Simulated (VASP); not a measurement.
A run of VASP 6.6.1 is set up as follows.

INCAR

```
SYSTEM = In2S
PREC = Accurate ; ENCUT = 520
EDIFF = 1E-6 ; ISMEAR = 0
SIGMA = 0.1 ; LREAL = .False.
LASPH = .True. ; NELM = 80
ALGO = Normal ; ISIF = 2
LWAVE = .False. ; LCHARG = .False.
GGA = PE ; NBANDS = 23
```

KPOINTS

```
Automatic mesh
0
Gamma
  12 12 10
  0 0 0
```

Contents of POSCAR:

```
In2S
1.0
    3.9431303459      0.0000000000      0.0000000000
    0.0000000000      3.9431303459      0.0000000000
    0.0000000000      0.0000000000      5.4326040576
In S
2 1
Direct
    0.5000000000      0.0000000000      0.6609598328
    0.0000000000      0.5000000000      0.3390401672
    0.0000000000      0.0000000000      0.0000000000
```

Potentials or basis: VASP PAW PBE potentials, release 64 (In_d, S).

Run with:

```sh
$ cat potpaw_PBE.64/In_d/POTCAR potpaw_PBE.64/S/POTCAR > POTCAR
$ mpirun -np 1 vasp_std > vasp.out
```

(1) What does it give for the pressure?

(2) What does it give for the band gap on the k mesh?

Results:

(1) 0.0 GPa.

(2) zero (band 16 reaches 6.73 eV, above the bottom of band 17 at 3.86 eV).

Caveat: spin-orbit coupling is left out, which moves the levels of the heavy elements.
